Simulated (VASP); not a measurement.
# Si (Fd-3m) in VASP: further runs, part 2 of 2

VASP 6.6.1.

## Step 3: Single point, r2SCAN

The input, POSCAR:

```
Si
1.0
    0.0000000000      2.7154700000      2.7154700000
    2.7154700000      0.0000000000      2.7154700000
    2.7154700000      2.7154700000      0.0000000000
Si
2
Direct
    0.5000000000      0.5000000000      0.5000000000
    0.7500000000      0.7500000000      0.7500000000
```

The input, INCAR.step1:

```
SYSTEM = Si
ALGO = Normal
EDIFF = 1E-4
ENCUT = 520
GGA = PE
ISMEAR = 0
LASPH = .TRUE.
LCHARG = .FALSE.
LREAL = .FALSE.
LWAVE = .TRUE.
NBANDS = 11
NELM = 80
PREC = Accurate
SIGMA = 0.05
```

The input, INCAR.step2:

```
SYSTEM = Si
ALGO = Normal
EDIFF = 1E-7
ENCUT = 520
ISIF = 2
ISMEAR = 0
ISTART = 1
LASPH = .TRUE.
LCHARG = .TRUE.
LELF = .TRUE.
LMIXTAU = .TRUE.
LREAL = .FALSE.
LVHAR = .TRUE.
LWAVE = .FALSE.
METAGGA = R2SCAN
NBANDS = 11
NELM = 80
PREC = Accurate
SIGMA = 0.05
```

The input, KPOINTS:

```
k-points
0
G
  10 10 10
  0 0 0
```

Potentials or basis: VASP PAW PBE potentials, release 64 (Si).

Command:

```sh
cat potpaw_PBE.64/Si/POTCAR > POTCAR
cp INCAR.step1 INCAR
mpirun -np 1 vasp_std > vasp.out
cp INCAR.step2 INCAR
mpirun -np 1 vasp_std > vasp.out
```

OUTCAR:

```text
SYSTEM = Si
   EDIFF = 1E-7
   ENCUT = 520
   ISIF = 2
   ISMEAR = 0
   ISTART = 1
   LASPH = .TRUE.
   LREAL = .FALSE.
   METAGGA = R2SCAN
   NELM = 80
   PREC = Accurate

 ion  position               nearest neighbor table
   1  0.500  0.500  0.500-   2 2.35   2 2.35   2 2.35   2 2.35
   2  0.750  0.750  0.750-   1 2.35   1 2.35   1 2.35   1 2.35

  LATTYP: Found a face centered cubic cell.
 ALAT       =     5.4309400000

  Lattice vectors:

 A1 = (   0.0000000000,   2.7154700000,   2.7154700000)
 A2 = (   2.7154700000,   0.0000000000,   2.7154700000)
 A3 = (   2.7154700000,   2.7154700000,   0.0000000000)

Analysis of symmetry for initial positions (statically):
=====================================================================
 Subroutine PRICEL returns:
 Original cell was already a primitive cell.

 Routine SETGRP: Setting up the symmetry group for a
 face centered cubic supercell.

 Subroutine GETGRP returns: Found 48 space group operations
 (whereof 24 operations were pure point group operations)
 out of a pool of 48 trial point group operations.

The static configuration has the point symmetry T_d .
 The point group associated with its full space group is O_h .

Analysis of symmetry for dynamics (positions and initial velocities):
=====================================================================
 Subroutine PRICEL returns:
 Original cell was already a primitive cell.

 Routine SETGRP: Setting up the symmetry group for a
 face centered cubic supercell.

 Subroutine GETGRP returns: Found 48 space group operations
 (whereof 24 operations were pure point group operations)
 out of a pool of 48 trial point group operations.

The dynamic configuration has the point symmetry T_d .
 The point group associated with its full space group is O_h .

 Subroutine INISYM returns: Found 48 space group operations
 (whereof 24 operations are pure point group operations),
 and found     1 'primitive' translations

----------------------------------------------------------------------------------------

[... 116 lines left out ...]
   LORBIT       =      0    0 simple, 1 ext, 2 COOP (PROOUT), +10 PAW based schemes
   METAGGA = R2SCAN    functional components
   LHFCALC =     F    Hartree Fock is set to
   AEXX    =    0.0000 exact exchange contribution
   IVDW    =     0    specifies the selected vdW correction
   LEPSILON=     F    determine dielectric tensor
   LRPA    =     F    only Hartree local field effects (RPA)
 non-spin polarized calculation
 Gauss-broadening in eV      SIGMA  =   0.05
  energy-cutoff  :      520.00
  volume of cell :       40.05
 maximum number of plane-waves:      1091
 NGX is ok and might be reduce to    30

 number of electron       8.0000000 magnetization

 Free energy of the ion-electron system (eV)
  ---------------------------------------------------
  ext. energy  EPLUGINS =         0.00000000
  ---------------------------------------------------
  free energy    TOTEN  =       -17.54961656 eV

  energy without entropy =      -17.54961656  energy(sigma->0) =      -17.54961656

 E-fermi :   5.9615     XC(G=0):  -9.8547

 val. band max:        5.7365346984   @ k =   0.0000   0.0000   0.0000
 cond. band min:       6.5173843750   @ k =   0.4000   0.4000   0.0000
 fundamental gap:      0.7808496766
 Fermi energy:         5.9615077930

 k-point     1 :       0.0000    0.0000    0.0000
  band No.  band energies     occupation
      1      -6.7889      2.00000
      2       5.7365      2.00000
      3       5.7365      2.00000
      4       5.7365      2.00000
      5       8.4950      0.00000
      6       8.4950      0.00000
      7       8.4950      0.00000
      8       9.7243      0.00000
      9      13.8631      0.00000
     10      13.8631      0.00000
     11      14.4401      0.00000
[... 309 lines left out ...]
 k-point    24 :       0.4000    0.3000    0.0000
  band No.  band energies     occupation
      1      -4.5119      2.00000
      2       0.1085      2.00000
      3       2.7428      2.00000
      4       3.1665      2.00000
      5       6.9963      0.00000
      6       8.2531      0.00000
      7      13.2094      0.00000
      8      13.2900      0.00000
      9      16.8035      0.00000
     10      17.3612      0.00000
     11      18.7170      0.00000

 [... further k-points ...]
[... 5 lines left out ...]
  --------------------------------------------------------------------------------------
  -------------------------------------------------------------------------------------
  Total        0.1188407      0.1188407      0.1188407     -0.0000000      0.0000000      0.0000000
  in kB        4.7545652      4.7545652      4.7545652     -0.0000000      0.0000000      0.0000000
  external PRESSURE =       4.7545652 kB  Pullay stress =       0.0000000 kB

 VOLUME and BASIS-vectors are now :
 -----------------------------------------------------------------------------
  energy-cutoff  :      520.00
  volume of cell :       40.05
      direct lattice vectors                 reciprocal lattice vectors
     0.000000000  2.715470000  2.715470000    -0.184130187  0.184130187  0.184130187
     2.715470000  0.000000000  2.715470000     0.184130187 -0.184130187  0.184130187
     2.715470000  2.715470000  0.000000000     0.184130187  0.184130187 -0.184130187

 POSITION                                       TOTAL-FORCE (eV/Angst)
 -----------------------------------------------------------------------------------
      2.71547      2.71547      2.71547        -0.000000     -0.000000      0.000000
      4.07320      4.07320      4.07320         0.000000      0.000000     -0.000000
 -----------------------------------------------------------------------------------
    total drift:                                0.000000     -0.000000     -0.000000

  FREE ENERGIE OF THE ION-ELECTRON SYSTEM (eV)
  ---------------------------------------------------
  free  energy   TOTEN  =       -17.5496165622 eV

  energy  without entropy=      -17.5496165622  energy(sigma->0) =      -17.54961656
```

OUTCAR.step1:

```text
SYSTEM = Si
   EDIFF = 1E-4
   ENCUT = 520
   GGA = PE
   ISMEAR = 0
   LASPH = .TRUE.
   LREAL = .FALSE.
[... 559 lines left out ...]
      2.71547      2.71547      2.71547        -0.000000     -0.000000     -0.000000
      4.07320      4.07320      4.07320         0.000000      0.000000      0.000000
 -----------------------------------------------------------------------------------
    total drift:                                0.000000     -0.000000     -0.000000

  FREE ENERGIE OF THE ION-ELECTRON SYSTEM (eV)
  ---------------------------------------------------
  free  energy   TOTEN  =       -10.8442070531 eV

  energy  without entropy=      -10.8442070531  energy(sigma->0) =      -10.84420705
```

OSZICAR.step1:

```text
N       E                     dE             d eps       ncg     rms          rms(c)
DAV:   1     0.826326312851E+01    0.82633E+01   -0.32776E+03  1034   0.588E+02
DAV:   2    -0.104016215835E+02   -0.18665E+02   -0.18027E+02  1361   0.856E+01
DAV:   3    -0.110192050502E+02   -0.61758E+00   -0.61603E+00  1345   0.136E+01
DAV:   4    -0.110242905652E+02   -0.50855E-02   -0.50850E-02  1230   0.158E+00
DAV:   5    -0.110243389302E+02   -0.48365E-04   -0.48364E-04  1336   0.142E-01    0.488E+00
DAV:   6    -0.108996189745E+02    0.12472E+00   -0.71310E-02  1163   0.110E+00    0.298E+00
DAV:   7    -0.108427241159E+02    0.56895E-01   -0.13718E-01  1171   0.163E+00    0.184E-01
DAV:   8    -0.108439792088E+02   -0.12551E-02   -0.60027E-03  1190   0.418E-01    0.811E-02
DAV:   9    -0.108441815875E+02   -0.20238E-03   -0.19258E-04  1243   0.853E-02    0.596E-02
DAV:  10    -0.108442070531E+02   -0.25466E-04   -0.21644E-05   736   0.271E-02
   1 F= -.10844207E+02 E0= -.10844207E+02  d E =-.143624E-13
```

Wall time 55 s (1 thread of AMD EPYC 9R14 (Zen 4), shared host); peak memory 0.14 GiB.

What came out:

* Free energy: -17.5496 eV
* Pressure: 0.5 GPa
* Band gap on the k mesh: 0.78 eV, indirect (least direct gap 2.76 eV)

Caveat: the PAW data sets were made with another functional, which shifts forces and pressure a little.

## Step 4: Single point, r2SCAN

This run uses another cell than the first one: it holds 8 atoms, not 2.

The input, POSCAR:

```
Si
1.0
    5.4309400000      0.0000000000      0.0000000000
    0.0000000000     -5.4309400000      0.0000000000
    0.0000000000      0.0000000000     -5.4309400000
Si
8
Direct
    0.5000000000      0.0000000000      0.0000000000
    0.0000000000      0.5000000000      0.0000000000
    0.0000000000      0.0000000000      0.5000000000
    0.5000000000      0.5000000000      0.5000000000
    0.7500000000      0.7500000000      0.7500000000
    0.2500000000      0.2500000000      0.7500000000
    0.2500000000      0.7500000000      0.2500000000
    0.7500000000      0.2500000000      0.2500000000
```

The input, INCAR.step1:

```
ALGO = Normal
EDIFF = 1E-4
ENCUT = 520
GGA = PE
ISMEAR = 0
LASPH = T
LCHARG = F
LREAL = F
LWAVE = T
NBANDS = 26
NELM = 60
PREC = Accurate
SIGMA = 0.05
```

The input, INCAR.step2:

```
ALGO = Normal
EDIFF = 1E-6
ENCUT = 520
ISIF = 2
ISMEAR = 0
ISTART = 1
LASPH = T
LCHARG = T
LELF = T
LMIXTAU = T
LREAL = F
LVHAR = T
LWAVE = F
METAGGA = R2SCAN
NBANDS = 26
NELM = 60
PREC = Accurate
SIGMA = 0.05
```

The input, KPOINTS:

```
k-points
0
Gamma
  6 6 6
```

Command:

```sh
cat potpaw_PBE.64/Si/POTCAR > POTCAR
cp INCAR.step1 INCAR
mpirun -np 1 vasp_std > vasp.out
cp INCAR.step2 INCAR
mpirun -np 1 vasp_std > vasp.out
```

Wall time 2.1 min (1 thread of Intel Xeon Platinum 8488C (Sapphire Rapids), shared host); peak memory 0.27 GiB.

It converged, with:

```
Free energy            : -70.2001 eV
Pressure               : 0.5 GPa
Band gap on the k mesh : 0.77 eV
```

Levels at points of the mesh, in eV from the valence-band top:
| k point | band 12 | band 13 | band 14 | band 15 | band 16 | band 17 | band 18 | band 19 | band 20 | band 21 |
| --- | --- | --- | --- | --- | --- | --- | --- | --- | --- | --- |
| (0.00, 0.00, 0.00) | -3.01 | -3.01 | 0.00 | 0.00 | 0.00 | 0.92 | 0.92 | 0.92 | 0.92 | 0.92 |
| (0.50, 0.00, 0.00) | -3.62 | -1.99 | -1.99 | -1.99 | -1.99 | 1.33 | 1.33 | 3.45 | 3.45 | 4.60 |
| (0.50, 0.50, 0.00) | -3.91 | -1.41 | -1.41 | -1.41 | -1.41 | 2.74 | 2.74 | 2.74 | 2.74 | 5.13 |
| (0.50, 0.50, 0.50) | -1.27 | -1.27 | -1.27 | -1.27 | -1.27 | 1.88 | 1.88 | 1.88 | 1.88 | 3.59 |

Caveat: the PAW data sets were made with another functional, which shifts forces and pressure a little. r2SCAN opens gaps a little over a GGA but as a rule still falls short of measured ones.

## Step 5: Single point, r2SCAN

This run uses another cell than the first one: it holds 6 atoms, not 2.

The input, POSCAR:

```
Si
1.0
    2.7154700000     -2.7154700000      0.0000000000
    2.7154700000      0.0000000000     -2.7154700000
    5.4309400000      5.4309400000      5.4309400000
Si
6
Direct
    0.6666666667      0.6666666667      0.8333333333
    1.0000000000      0.0000000000      0.5000000000
    0.3333333333      0.3333333333      0.1666666667
    0.6666666667      0.6666666667      0.0833333333
    1.0000000000      1.0000000000      0.7500000000
    0.3333333333      0.3333333333      0.4166666667
```

The input, INCAR.step1:

```
SYSTEM = Si
PREC = Accurate
ENCUT = 520
ISMEAR = 0
SIGMA = 0.05
LREAL = .FALSE.
LASPH = .TRUE.
NELM = 80
NBANDS = 21
GGA = PE
ALGO = Normal
EDIFF = 1E-4
LWAVE = .TRUE.
LCHARG = .FALSE.
```

The input, INCAR.step2:

```
SYSTEM = Si
PREC = Accurate
ENCUT = 520
EDIFF = 1E-7
ISMEAR = 0
SIGMA = 0.05
LREAL = .FALSE.
LASPH = .TRUE.
NELM = 80
ALGO = Normal
ISIF = 2
LWAVE = .FALSE.
LCHARG = .FALSE.
METAGGA = R2SCAN
LMIXTAU = .TRUE.
NBANDS = 21
ISTART = 1
```

The input, KPOINTS:

```
regular mesh
0
G
  8 8 3
  0 0 0
```

Command:

```sh
cat potpaw_PBE.64/Si/POTCAR > POTCAR
cp INCAR.step1 INCAR
mpirun -np 1 vasp_std > vasp.out
cp INCAR.step2 INCAR
mpirun -np 1 vasp_std > vasp.out
```

Run time: 2.8 min. Hardware: 1 thread of Intel Xeon Platinum 8375C at 2.90GHz (Ice Lake), shared host; peak memory 0.26 GiB.

The run converged. Its results:

```
Free energy            : -52.6456 eV
Pressure               : 0.5 GPa
Band gap on the k mesh : 0.89 eV
```

Levels at points of the mesh, in eV from the valence-band top:
| k point | band 9 | band 10 | band 11 | band 12 | band 13 | band 14 | band 15 | band 16 |
| --- | --- | --- | --- | --- | --- | --- | --- | --- |
| (0.00, 0.00, 0.00) | -1.06 | 0.00 | 0.00 | 0.00 | 2.11 | 2.11 | 2.76 | 2.76 |
| (0.50, 0.00, 0.00) | -2.88 | -2.88 | -1.88 | -1.88 | 0.92 | 0.92 | 2.31 | 2.31 |

Caveat: the PAW data sets were made with another functional, which shifts forces and pressure a little. r2SCAN opens gaps a little over a GGA but as a rule still falls short of measured ones.

## Step 6: Overview

```csv
cell,k mesh,gap on the mesh (eV),pressure (GPa)
"a = 3.840 Å, angles 60.0°, 2 atoms",10 × 10 × 10,0.78,0.5
"a = 5.431 Å, 8 atoms",6 × 6 × 6,0.77,0.5
"a = 3.840, b = 3.840, c = 9.407 Å, angles 90.0, 90.0, 60.0°, 6 atoms",8 × 8 × 3,0.89,0.5
```

Alike in all rows: task single point; level r2SCAN; potentials or basis VASP PAW PBE potentials, release 64 (Si); no spin polarisation; cutoff (eV) 520; smearing gaussian 0.05 eV.

Caveats: the PAW data sets were made with another functional, which shifts forces and pressure a little.

Absolute energies hang on the potentials; compare differences alone.
